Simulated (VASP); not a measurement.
# ZnS (Wurtzite-2H) (P1) in VASP: further runs, part 2 of 2

VASP 6.6.1.

## Step 3: Single point, r2SCAN

The input, POSCAR:

```
ZnS
1.0
    3.8110000000      0.0000000000      0.0000000000
   -1.9055000000      3.3004228100      0.0000000000
    0.0000000000      0.0000000000      6.2340000000
Zn S
2 2
Direct
    0.3286988813      0.6624053311      0.0024139985
    0.6673037788      0.3346035135      0.5009029634
    0.3364258473      0.6776049149      0.3789670056
    0.6717259346      0.3284949543      0.8842686568
```

The input, INCAR.step1:

```
  PREC = Accurate
  ENCUT = 550
  ISMEAR = 0
  SIGMA = 0.1
  LREAL = False
  LASPH = True
  NELM = 120
  NBANDS = 26
  GGA = PE
  ALGO = Normal
  EDIFF = 1E-5
  LWAVE = True
  LCHARG = False
  GGA_COMPAT = False
```

The input, INCAR.step2:

```
  PREC = Accurate
  ENCUT = 550
  EDIFF = 1E-6
  ISMEAR = 0
  SIGMA = 0.1
  LREAL = False
  LASPH = True
  NELM = 120
  ALGO = Normal
  ISIF = 2
  LWAVE = False
  LCHARG = False
  METAGGA = R2SCAN
  LMIXTAU = True
  NBANDS = 26
  ISTART = 1
  GGA_COMPAT = False
```

The input, KPOINTS:

```
regular mesh
0
Gamma
  2 2 1
```

Potentials or basis: VASP PAW PBE potentials, release 64 (Zn, S).

Run with:

```
> cat potpaw_PBE.64/Zn/POTCAR potpaw_PBE.64/S/POTCAR > POTCAR
> cp INCAR.step1 INCAR
> mpirun -np 1 vasp_std > vasp.out
> cp INCAR.step2 INCAR
> mpirun -np 1 vasp_std > vasp.out
```

It took 32 s on 1 thread of Intel Xeon Platinum 8488C (Sapphire Rapids), shared host; peak memory 0.2 GiB.

The run converged. Its results:

```yaml
Free_energy: -36.7249 eV
Pressure: 1.8 GPa
Largest_force: 0.524 eV/Å
Band_gap_on_the_k_mesh: 2.76 eV, direct
```

Forces in eV/Å, atoms in the order of the input:
```
Zn   0.250  0.008  0.195
Zn  -0.042  0.207  0.318
S    0.081 -0.263 -0.077
S   -0.288  0.049 -0.435
```

Stress tensor (GPa, compression positive):
```
 5.66  0.61  0.25
 0.61  6.59  0.30
 0.25  0.30 -6.79
```

Levels at points of the mesh, in eV from the valence-band top:
| k point | band 16 | band 17 | band 18 | band 19 | band 20 | band 21 |
| --- | --- | --- | --- | --- | --- | --- |
| (0.00, 0.00, 0.00) | -0.04 | -0.02 | 0.00 | 2.76 | 3.48 | 6.69 |
| (0.50, 0.00, 0.00) | -2.33 | -1.70 | -0.97 | 3.95 | 4.75 | 5.44 |
| (0.00, 0.50, 0.00) | -2.33 | -1.74 | -0.97 | 3.94 | 4.79 | 5.56 |
| (0.50, 0.50, 0.00) | -2.34 | -1.58 | -0.97 | 3.90 | 4.65 | 5.27 |

Caveat: the k points lie up to 1.01 Å⁻¹ apart; the PAW data sets were made with another functional, which shifts forces and pressure a little.

## Step 4: Single point, r2SCAN

The input, POSCAR:

```
ZnS
1.0
    3.8110000000      0.0000000000      0.0000000000
   -1.9055000000      3.3004228100      0.0000000000
    0.0000000000      0.0000000000      6.2340000000
Zn S
2 2
Direct
    0.3279514134      0.6616964322      0.0028369126
    0.6674174091      0.3348385535      0.5010816474
    0.3369273196      0.6793660550      0.3779332335
    0.6725170484      0.3277001557      0.8840755716
```

The input, INCAR.step1:

```
SYSTEM = ZnS
ALGO = Normal
EDIFF = 1E-5
ENCUT = 550
GGA = PE
GGA_COMPAT = .False.
ISMEAR = 0
LASPH = .True.
LCHARG = .False.
LREAL = .False.
LWAVE = .True.
NBANDS = 26
NELM = 120
PREC = Accurate
SIGMA = 0.1
```

The input, INCAR.step2:

```
SYSTEM = ZnS
ALGO = Normal
EDIFF = 1E-6
ENCUT = 550
GGA_COMPAT = .False.
ISIF = 2
ISMEAR = 0
ISTART = 1
LASPH = .True.
LCHARG = .False.
LMIXTAU = .True.
LREAL = .False.
LWAVE = .False.
METAGGA = R2SCAN
NBANDS = 26
NELM = 120
PREC = Accurate
SIGMA = 0.1
```

The input, KPOINTS:

```
k-points
0
Gamma
  2 2 1
  0 0 0
```

Run with:

```
> cat potpaw_PBE.64/Zn/POTCAR potpaw_PBE.64/S/POTCAR > POTCAR
> cp INCAR.step1 INCAR
> mpirun -np 1 vasp_std > vasp.out
> cp INCAR.step2 INCAR
> mpirun -np 1 vasp_std > vasp.out
```

Run time: 32 s. Hardware: 1 thread of Intel Xeon Platinum 8488C (Sapphire Rapids), shared host; peak memory 0.2 GiB.

The run converged. Its results:

```
Free energy            : -36.7230 eV
Pressure               : 1.8 GPa
Largest force          : 0.556 eV/Å
Band gap on the k mesh : 2.75 eV, direct
```

Forces on the atoms (eV/Å):
```
Zn   0.286  0.011  0.159
Zn  -0.047  0.238  0.305
S    0.092 -0.303 -0.020
S   -0.331  0.053 -0.443
```

Stress tensor (GPa, compression positive):
```
 5.53  0.70  0.29
 0.70  6.60  0.35
 0.29  0.35 -6.63
```

Levels at points of the mesh, in eV from the valence-band top:
```
           k point  band 15  band 16  band 17  band 18  band 19  band 20  band 21  band 22
(0.00, 0.00, 0.00)    -0.86    -0.05    -0.02     0.00     2.75     3.49     6.69     6.74
(0.50, 0.00, 0.00)    -3.31    -2.33    -1.72    -0.96     3.96     4.75     5.44     7.37
(0.00, 0.50, 0.00)    -3.28    -2.33    -1.77    -0.96     3.95     4.80     5.58     7.39
(0.50, 0.50, 0.00)    -3.40    -2.34    -1.58    -0.96     3.89     4.64     5.24     7.37
```

Caveat: the k points lie up to 1.01 Å⁻¹ apart; the PAW data sets were made with another functional, which shifts forces and pressure a little. r2SCAN opens gaps a little over a GGA but as a rule still falls short of measured ones.

## Step 5: Single point, r2SCAN

The input, POSCAR:

```
ZnS
1.0
    3.8110000000      0.0000000000      0.0000000000
   -1.9055000000      3.3004228100      0.0000000000
    0.0000000000      0.0000000000      6.2340000000
Zn S
2 2
Direct
    0.3272152103      0.6609883571      0.0032634411
    0.6675345360      0.3350840727      0.5012676485
    0.3374223232      0.6810994445      0.3768984776
    0.6732845278      0.3269100574      0.8838611759
```

The input, INCAR.step1:

```
PREC     = Accurate       # precision mode
ENCUT    = 550            # plane-wave cutoff, eV
ISMEAR   = 0              # smearing method
SIGMA    = 0.1            # smearing width, eV
LREAL    = False          # projectors in reciprocal space
LASPH    = True           # aspherical terms in the spheres
NELM     = 120            # most SCF steps
NBANDS   = 26             # bands
GGA      = PE             # functional
ALGO     = Normal         # electronic algorithm
EDIFF    = 1E-5           # SCF threshold, eV
LWAVE    = True           # write WAVECAR
LCHARG   = False          # write CHGCAR
GGA_COMPAT= False
```

The input, INCAR.step2:

```
PREC     = Accurate       # precision mode
ENCUT    = 550            # plane-wave cutoff, eV
EDIFF    = 1E-6           # SCF threshold, eV
ISMEAR   = 0              # smearing method
SIGMA    = 0.1            # smearing width, eV
LREAL    = False          # projectors in reciprocal space
LASPH    = True           # aspherical terms in the spheres
NELM     = 120            # most SCF steps
ALGO     = Normal         # electronic algorithm
ISIF     = 2              # what is computed and relaxed
LWAVE    = False          # write WAVECAR
LCHARG   = False          # write CHGCAR
METAGGA  = R2SCAN         # meta-GGA
LMIXTAU  = True         
NBANDS   = 26             # bands
ISTART   = 1            
GGA_COMPAT= False
```

The input, KPOINTS:

```
regular mesh
0
Gamma
  2 2 1
```

Run with:

```
> cat potpaw_PBE.64/Zn/POTCAR potpaw_PBE.64/S/POTCAR > POTCAR
> cp INCAR.step1 INCAR
> mpirun -np 1 vasp_std > vasp.out
> cp INCAR.step2 INCAR
> mpirun -np 1 vasp_std > vasp.out
```

Wall time 34 s (1 thread of Intel Xeon Platinum 8488C (Sapphire Rapids), shared host); peak memory 0.2 GiB.

Results (log left out):

```
Free energy            : -36.7203 eV
Pressure               : 1.9 GPa
Largest force          : 0.587 eV/Å
Band gap on the k mesh : 2.75 eV, direct
```

Forces on the atoms (eV/Å):
```
Zn   0.321  0.016  0.121
Zn  -0.051  0.268  0.291
S    0.102 -0.341  0.038
S   -0.373  0.057 -0.450
```

Stress tensor (GPa, compression positive):
```
 5.41  0.79  0.33
 0.79  6.61  0.41
 0.33  0.41 -6.45
```

Levels at points of the mesh, in eV from the valence-band top:
```tsv
k point	band 14	band 15	band 16	band 17	band 18	band 19	band 20	band 21	band 22	band 23
(0.00, 0.00, 0.00)	-1.00	-0.85	-0.05	-0.02	0.00	2.75	3.50	6.68	6.74	7.03
(0.50, 0.00, 0.00)	-4.28	-3.32	-2.33	-1.74	-0.96	3.96	4.75	5.43	7.35	7.97
(0.00, 0.50, 0.00)	-4.35	-3.29	-2.33	-1.79	-0.95	3.95	4.80	5.59	7.37	7.84
(0.50, 0.50, 0.00)	-4.14	-3.42	-2.34	-1.58	-0.96	3.89	4.62	5.21	7.35	8.14
```

Caveat: the k points lie up to 1.01 Å⁻¹ apart; the PAW data sets were made with another functional, which shifts forces and pressure a little.

## Step 6: Single point, r2SCAN

The input, POSCAR:

```
ZnS
1.0
    3.8110000000      0.0000000000      0.0000000000
   -1.9055000000      3.3004228100      0.0000000000
    0.0000000000      0.0000000000      6.2340000000
Zn S
2 2
Direct
    0.3264917141      0.6602813153      0.0036926428
    0.6676556698      0.3353413781      0.5014606573
    0.3379099601      0.6828016387      0.3758655845
    0.6740252893      0.3261250113      0.8836251733
```

The input, INCAR.step1:

```
ALGO = Normal ; EDIFF = 1E-5
ENCUT = 550 ; GGA = PE
GGA_COMPAT = F ; ISMEAR = 0
LASPH = T ; LCHARG = F
LREAL = F ; LWAVE = T
NBANDS = 26 ; NELM = 120
PREC = Accurate ; SIGMA = 0.1
```

The input, INCAR.step2:

```
ALGO = Normal ; EDIFF = 1E-6
ENCUT = 550 ; GGA_COMPAT = F
ISIF = 2 ; ISMEAR = 0
ISTART = 1 ; LASPH = T
LCHARG = T ; LELF = T
LMIXTAU = T ; LREAL = F
LVHAR = T ; LWAVE = F
METAGGA = R2SCAN ; NBANDS = 26
NELM = 120 ; PREC = Accurate
SIGMA = 0.1
```

The input, KPOINTS:

```
k-points
0
Gamma
  2 2 1
```

Potentials or basis: VASP PAW PBE potentials, release 64 (Zn, S).

Run with:

```
> cat potpaw_PBE.64/Zn/POTCAR potpaw_PBE.64/S/POTCAR > POTCAR
> cp INCAR.step1 INCAR
> mpirun -np 1 vasp_std > vasp.out
> cp INCAR.step2 INCAR
> mpirun -np 1 vasp_std > vasp.out
```

Run time: 36 s. Hardware: 1 thread of Intel Xeon Platinum 8488C (Sapphire Rapids), shared host; peak memory 0.2 GiB.

Results (log left out):

| Property | Result |
| --- | --- |
| Free energy | -36.7168 eV |
| Pressure | 1.9 GPa |
| Largest force | 0.618 eV/Å |
| Band gap on the k mesh | 2.74 eV, direct |

Forces on the atoms (eV/Å):
```
Zn   0.354  0.022  0.081
Zn  -0.054  0.296  0.277
S    0.112 -0.377  0.098
S   -0.412  0.060 -0.456
```

Stress tensor (GPa, compression positive):
```
 5.30  0.87  0.37
 0.87  6.61  0.46
 0.37  0.46 -6.27
```

Levels at points of the mesh, in eV from the valence-band top:
```
           k point  band 16  band 17  band 18  band 19  band 20  band 21
(0.00, 0.00, 0.00)    -0.06    -0.02     0.00     2.74     3.51     6.68
(0.50, 0.00, 0.00)    -2.33    -1.75    -0.95     3.96     4.75     5.42
(0.00, 0.50, 0.00)    -2.33    -1.81    -0.95     3.95     4.81     5.61
(0.50, 0.50, 0.00)    -2.35    -1.58    -0.95     3.89     4.61     5.17
```

Caveat: the k points lie up to 1.01 Å⁻¹ apart; the PAW data sets were made with another functional, which shifts forces and pressure a little. r2SCAN opens gaps a little over a GGA but as a rule still falls short of measured ones.
